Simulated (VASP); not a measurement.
# Si (Pm-3m) in VASP: further runs

Si is run at these levels: PBE, HSE06; tasks: single point.

All numbers are computed with VASP 6.6.1; they aren't measurements. Logs are shortened: lines on timing, memory, paths and dates and some standing lists are left out, and cuts for length are marked.

## (1) The cell of the first run

Symmetry: Pm-3m, No. 221, cubic system. The conventional cell has a = 2.530 Å, b = 2.530 Å, c = 2.530 Å, α = 90.00°, β = 90.00°, γ = 90.00°. Within 3.3 Å of Si (site symmetry m-3m) lie 6 Si at 2.53 Å.

## (2) Single point, PBE

File INCAR:

```
PREC     = Accurate       # precision mode
ENCUT    = 520            # plane-wave cutoff, eV
EDIFF    = 1E-7           # SCF threshold, eV
ISMEAR   = -1             # smearing method
SIGMA    = 0.1            # smearing width, eV
LREAL    = False          # projectors in reciprocal space
LASPH    = True           # aspherical terms in the spheres
NELM     = 100            # most SCF steps
ALGO     = Normal         # electronic algorithm
ISIF     = 2              # what is computed and relaxed
LWAVE    = False          # write WAVECAR
LCHARG   = True           # write CHGCAR
GGA      = PE             # functional
LELF     = True           # ELF
LVHAR    = True         
NBANDS   = 8              # bands
```

File KPOINTS:

```
Automatic mesh
0
Gamma
  6 6 6
```

File POSCAR:

```
Si
1.0
    2.5303177015      0.0000000000      0.0000000000
    0.0000000000      2.5303177015      0.0000000000
    0.0000000000      0.0000000000      2.5303177015
Si
1
Direct
    0.0000000000      0.0000000000      0.0000000000
```

Potentials or basis: VASP PAW PBE potentials, release 64 (Si).

On the command line:

```console
> cat potpaw_PBE.64/Si/POTCAR > POTCAR
> mpirun -np 1 vasp_std > vasp.out
```

OUTCAR:

```text
PREC = Accurate
   ENCUT = 520
   EDIFF = 1E-7
   ISMEAR = -1
   LREAL = False
   LASPH = True
   NELM = 100
   ISIF = 2
   GGA = PE

 ion  position               nearest neighbor table
   1  0.000  0.000  0.000-

  LATTYP: Found a simple cubic cell.
 ALAT       =     2.5303177015

  Lattice vectors:

 A1 = (   2.5303177015,   0.0000000000,   0.0000000000)
 A2 = (   0.0000000000,   2.5303177015,   0.0000000000)
 A3 = (   0.0000000000,   0.0000000000,   2.5303177015)

Analysis of symmetry for initial positions (statically):
=====================================================================
 Subroutine PRICEL returns:
 Original cell was already a primitive cell.

 Routine SETGRP: Setting up the symmetry group for a
 simple cubic supercell.

 Subroutine GETGRP returns: Found 48 space group operations
 (whereof 48 operations were pure point group operations)
 out of a pool of 48 trial point group operations.

The static configuration has the point symmetry O_h .

Analysis of symmetry for dynamics (positions and initial velocities):
=====================================================================
 Subroutine PRICEL returns:
 Original cell was already a primitive cell.

 Routine SETGRP: Setting up the symmetry group for a
 simple cubic supercell.

 Subroutine GETGRP returns: Found 48 space group operations
 (whereof 48 operations were pure point group operations)
 out of a pool of 48 trial point group operations.

The dynamic configuration has the point symmetry O_h .

 Subroutine INISYM returns: Found 48 space group operations
 (whereof 48 operations are pure point group operations),
 and found     1 'primitive' translations

----------------------------------------------------------------------------------------

                                     Primitive cell

  volume of cell :      16.2004

  direct lattice vectors                    reciprocal lattice vectors
     2.530317702  0.000000000  0.000000000     0.395207289  0.000000000  0.000000000
     0.000000000  2.530317702  0.000000000     0.000000000  0.395207289  0.000000000
     0.000000000  0.000000000  2.530317702     0.000000000  0.000000000  0.395207289

  length of vectors
     2.530317702  2.530317702  2.530317702     0.395207289  0.395207289  0.395207289

  position of ions in fractional coordinates (direct lattice)
     0.000000000  0.000000000  0.000000000

  ion indices of the primitive-cell ions
   primitive index   ion index
                 1           1

----------------------------------------------------------------------------------------

 KPOINTS: Automatic mesh

Automatic generation of k-mesh.
 Grid dimensions read from file:
 generate k-points for:    6    6    6

 Generating k-lattice:

  Cartesian coordinates                     Fractional coordinates (reciprocal lattice)
     0.065867882  0.000000000  0.000000000     0.166666667  0.000000000  0.000000000
     0.000000000  0.065867882  0.000000000     0.000000000  0.166666667  0.000000000
     0.000000000  0.000000000  0.065867882     0.000000000  0.000000000  0.166666667

  Length of vectors
     0.065867882  0.065867882  0.065867882

  Shift w.r.t. Gamma in fractional coordinates (k-lattice)
     0.000000000  0.000000000  0.000000000

 Subroutine IBZKPT returns following result:
 ===========================================

 Found     20 irreducible k-points:

 Following reciprocal coordinates:
            Coordinates               Weight
  0.000000  0.000000  0.000000      1.000000
  0.166667  0.000000  0.000000      6.000000
  0.333333  0.000000  0.000000      6.000000
  0.500000  0.000000  0.000000      3.000000
  0.166667  0.166667  0.000000     12.000000
  0.333333  0.166667  0.000000     24.000000
[... 12 lines left out ...]
  0.500000  0.500000  0.333333      6.000000
  0.500000  0.500000  0.500000      1.000000
   k-points           NKPTS =     20   k-points in BZ     NKDIM =     20   number of bands    NBANDS=      8
   number of dos      NEDOS =    301   number of ions     NIONS =      1
   total plane-waves  NPLWV =   8000
   dimension x,y,z NGX =    20 NGY =   20 NGZ =   20
   dimension x,y,z NGXF=    40 NGYF=   40 NGZF=   40
   ions per type =               1
   NGX,Y,Z   is equivalent  to a cutoff of  13.14, 13.14, 13.14 a.u.
   NGXF,Y,Z  is equivalent  to a cutoff of  26.28, 26.28, 26.28 a.u.
 SYSTEM =  unknown system
   PREC   = accura    normal or accurate (medium, high low for compatibility)
   ISTART =      0    job   : 0-new  1-cont  2-samecut
   ICHARG =      2    charge: 1-file 2-atom 10-const
   ISPIN  =      1    spin polarized calculation?
   LNONCOLLINEAR =      F non collinear calculations
   LSORBIT =      F    spin-orbit coupling
   LASPH  =      T    aspherical Exc in radial PAW
   ENCUT  =  520.0 eV  38.22 Ry    6.18 a.u.   4.70  4.70  4.70*2*pi/ulx,y,z
   NELM   =    100;   NELMIN=  2; NELMDL= -5     # of ELM steps
   EDIFF  = 0.1E-06   stopping-criterion for ELM
   LREAL  =      F    real-space projection
   EDIFFG = 0.1E-05   stopping-criterion for IOM
   NSW    =      0    number of steps for IOM
   IBRION =     -1    ionic relax: 0-MD 1-quasi-New 2-CG
   NFREE  =      0    steps in history (QN), initial steepest desc. (CG)
   ISIF   =      2    stress and relaxation
   ISYM   =      2    0-nonsym 1-usesym 2-fastsym
   POTIM  = 0.5000    time-step for ionic-motion
   TEBEG  =    0.0;   TEEND  =   0.0 temperature during run
   PSTRESS=    0.0 pullay stress
   NELECT =       4.0000    total number of electrons
   NUPDOWN=      -1.0000    fix difference up-down
   EMIN   =  10.00;   EMAX   =-10.00  energy-range for DOS
   EFERMI =   0.00;   METHOD = LEGACY
   ISMEAR =    -1;   SIGMA  =   0.10  broadening in eV -4-tet -1-fermi 0-gaus
   EFERMI_NEDOS =   21; number of points for ismear=-14 and -15
   IALGO  =     38    algorithm
   IMIX   =      4    mixing-type and parameters
     AMIX     =   0.40;   BMIX     =  1.00
     AMIX_MAG =   1.60;   BMIX_MAG =  1.00
  volume/ion in A,a.u.               =      16.20       109.33
  Fermi-wavevector in a.u.,A,eV,Ry     =   1.027038  1.940820 14.351516  1.054807
  Thomas-Fermi vector in A             =   2.160962
   LORBIT       =      0    0 simple, 1 ext, 2 COOP (PROOUT), +10 PAW based schemes
   GGA     = PE    functional components
   LHFCALC =     F    Hartree Fock is set to
   AEXX    =    0.0000 exact exchange contribution
   IVDW    =     0    specifies the selected vdW correction
   LEPSILON=     F    determine dielectric tensor
   LRPA    =     F    only Hartree local field effects (RPA)
 non-spin polarized calculation
  energy-cutoff  :      520.00
  volume of cell :       16.20
 maximum number of plane-waves:       461
 NGX is ok and might be reduce to    20
   NGX =  9   NGY =  9   NGZ =  9

 number of electron       4.0000000 magnetization

 Free energy of the ion-electron system (eV)
  ---------------------------------------------------
  ext. energy  EPLUGINS =         0.00000000
  ---------------------------------------------------
  free energy    TOTEN  =        -5.10174268 eV

  energy without entropy =       -5.07888945  energy(sigma->0) =       -5.09031606

 E-fermi :   8.4505     XC(G=0): -10.6190

 val. band max:        8.0890766846   @ k =   0.3333   0.3333   0.0000
 cond. band min:       8.5486379654   @ k =   0.3333   0.3333   0.1667
 fundamental gap:      0.4595612808
 Fermi energy:         8.4504634588

 k-point     1 :       0.0000    0.0000    0.0000
  band No.  band energies     occupation
      1      -4.9326      2.00000
      2      15.7009      0.00000
      3      15.7009      0.00000
      4      15.9392      0.00000
      5      15.9392      0.00000
      6      15.9392      0.00000
      7      23.9303      0.00000
      8      32.9710      0.00000

 k-point     2 :       0.1667    0.0000    0.0000
  band No.  band energies     occupation
      1      -4.3182      2.00000
      2      10.1227      0.00000
      3      16.1879      0.00000
      4      16.4463      0.00000
      5      16.4463      0.00000
      6      20.4525      0.00000
      7      26.2570      0.00000
      8      29.7025      0.00000

 k-point     3 :       0.3333    0.0000    0.0000
  band No.  band energies     occupation
      1      -2.5168      2.00000
      2       5.0312      2.00000
      3      17.4339      0.00000
      4      17.8926      0.00000
      5      17.8926      0.00000
      6      23.2639      0.00000
      7      25.3042      0.00000
      8      25.3042      0.00000

 k-point     4 :       0.5000    0.0000    0.0000
  band No.  band energies     occupation
      1      -0.3445      2.00000
      2       1.7388      2.00000
      3      18.3189      0.00000
      4      19.3109      0.00000
      5      19.3109      0.00000
      6      22.8383      0.00000
      7      22.8383      0.00000
      8      25.3819      0.00000

 k-point     5 :       0.1667    0.1667    0.0000
  band No.  band energies     occupation
      1      -3.7052      2.00000
      2      10.0333      0.00000
      3      11.4939      0.00000
      4      16.9500      0.00000
      5      18.9398      0.00000
      6      23.7324      0.00000
      7      25.2955      0.00000
      8      27.9423      0.00000
[... 133 lines left out ...]
 k-point    18 :       0.5000    0.3333    0.3333
  band No.  band energies     occupation
      1       4.4569      2.00000
      2       5.9924      2.00000
      3       9.9131      0.00000
      4      13.6224      0.00000
      5      14.5307      0.00000
      6      14.6494      0.00000
      7      19.0497      0.00000
      8      24.0003      0.00000

 k-point    19 :       0.5000    0.5000    0.3333
  band No.  band energies     occupation
      1       7.0503      2.00000
      2       7.4285      1.99993
      3       7.4285      1.99993
      4      11.9558      0.00000
      5      14.5034      0.00000
      6      15.9460      0.00000
      7      15.9460      0.00000
      8      21.3961      0.00000

 k-point    20 :       0.5000    0.5000    0.5000
  band No.  band energies     occupation
      1       8.8034      0.05699
      2       8.8034      0.05699
      3       8.8034      0.05699
      4      11.7936      0.00000
      5      13.3953      0.00000
      6      13.3953      0.00000
      7      13.3953      0.00000
      8      18.6752      0.00000

------------------------ aborting loop because EDIFF is reached ----------------------------------------

  FORCE on cell =-STRESS in cart. coord.  units (eV):
  Direction    XX          YY          ZZ          XY          YZ          ZX
  --------------------------------------------------------------------------------------
  -------------------------------------------------------------------------------------
  Total       -0.0225678     -0.0225678     -0.0225678     -0.0000000      0.0000000     -0.0000000
  in kB       -2.2319034     -2.2319034     -2.2319034     -0.0000000      0.0000000     -0.0000000
  external PRESSURE =      -2.2319034 kB  Pullay stress =       0.0000000 kB

 VOLUME and BASIS-vectors are now :
 -----------------------------------------------------------------------------
  energy-cutoff  :      520.00
  volume of cell :       16.20
      direct lattice vectors                 reciprocal lattice vectors
     2.530317702  0.000000000  0.000000000     0.395207289  0.000000000  0.000000000
     0.000000000  2.530317702  0.000000000     0.000000000  0.395207289  0.000000000
     0.000000000  0.000000000  2.530317702     0.000000000  0.000000000  0.395207289

 POSITION                                       TOTAL-FORCE (eV/Angst)
 -----------------------------------------------------------------------------------
      0.00000      0.00000      0.00000         0.000000      0.000000      0.000000
 -----------------------------------------------------------------------------------
    total drift:                               -0.000000     -0.000000      0.000000

  FREE ENERGIE OF THE ION-ELECTRON SYSTEM (eV)
  ---------------------------------------------------
  free  energy   TOTEN  =        -5.1017426789 eV

  energy  without entropy=       -5.0788894477  energy(sigma->0) =       -5.09031606
```

It took 3.2 s on 1 thread of Intel Xeon Platinum 8559C (Emerald Rapids), shared host; peak memory 0.11 GiB.

Results:

* Free energy: -5.1017 eV
* Pressure: -0.2 GPa
* Band gap on the k mesh: zero (band 2 reaches 15.70 eV, above the bottom of band 3 at 5.38 eV)

Levels at points of the mesh, in eV from the Fermi level:
```csv
k point,band 1,band 2,band 3,band 4,band 5,band 6,band 7
"(0.00, 0.00, 0.00)",-13.38,7.25,7.25,7.49,7.49,7.49,15.48
"(0.50, 0.00, 0.00)",-8.79,-6.71,9.87,10.86,10.86,14.39,14.39
"(0.50, 0.50, 0.00)",-3.68,-3.07,-3.07,1.31,14.12,17.01,17.01
"(0.50, 0.50, 0.50)",0.35,0.35,0.35,3.34,4.94,4.94,4.94
```

Caveat: the k points lie up to 0.41 Å⁻¹ apart.

## (3) Single point, HSE06

POSCAR is that of step 2.

File INCAR.step1:

```
ALGO = Normal ; EDIFF = 1E-5
ENCUT = 520 ; GGA = PE
ISIF = 2 ; ISMEAR = -1
LASPH = True ; LCHARG = False
LREAL = False ; LWAVE = True
NBANDS = 8 ; NELM = 60
PREC = Accurate ; SIGMA = 0.1
```

File INCAR.step2:

```
ALGO = Normal ; EDIFF = 1E-6
ENCUT = 520 ; GGA = PE
HFSCREEN = 0.2079 ; ISIF = 2
ISMEAR = -1 ; ISTART = 1
LASPH = True ; LCHARG = False
LHFCALC = True ; LREAL = False
LWAVE = False ; NBANDS = 8
NELM = 60 ; PREC = Accurate
PRECFOCK = Normal ; SIGMA = 0.1
```

File KPOINTS:

```
k-points
0
Gamma
  6 6 6
```

Potentials or basis: VASP PAW PBE potentials, release 64 (Si).

On the command line:

```console
> cat potpaw_PBE.64/Si/POTCAR > POTCAR
> cp INCAR.step1 INCAR
> mpirun -np 1 vasp_std > vasp.out
> cp INCAR.step2 INCAR
> mpirun -np 1 vasp_std > vasp.out
```

It took 77 s on 1 thread of Intel Xeon Platinum 8559C (Emerald Rapids), shared host; peak memory 0.22 GiB.

The run converged. Its results:

| Quantity | Value |
| --- | --- |
| Free energy | -5.8190 eV |
| Pressure | -2.3 GPa |
| Band gap on the k mesh | zero (band 2 reaches 16.46 eV, above the bottom of band 3 at 4.86 eV) |

Levels at points of the mesh, in eV from the Fermi level:
```tsv
k point	band 1	band 2	band 3	band 4	band 5	band 6	band 7
(0.00, 0.00, 0.00)	-15.20	7.99	7.99	8.30	8.30	8.30	16.31
(0.50, 0.00, 0.00)	-10.07	-7.73	10.83	11.93	11.93	15.47	15.47
(0.50, 0.50, 0.00)	-4.14	-3.61	-3.61	1.52	15.41	18.25	18.25
(0.50, 0.50, 0.50)	0.30	0.30	0.30	3.83	5.43	5.43	5.43
```

Caveat: the k points lie up to 0.41 Å⁻¹ apart; the PAW data sets were made with another functional, which shifts forces and pressure a little.
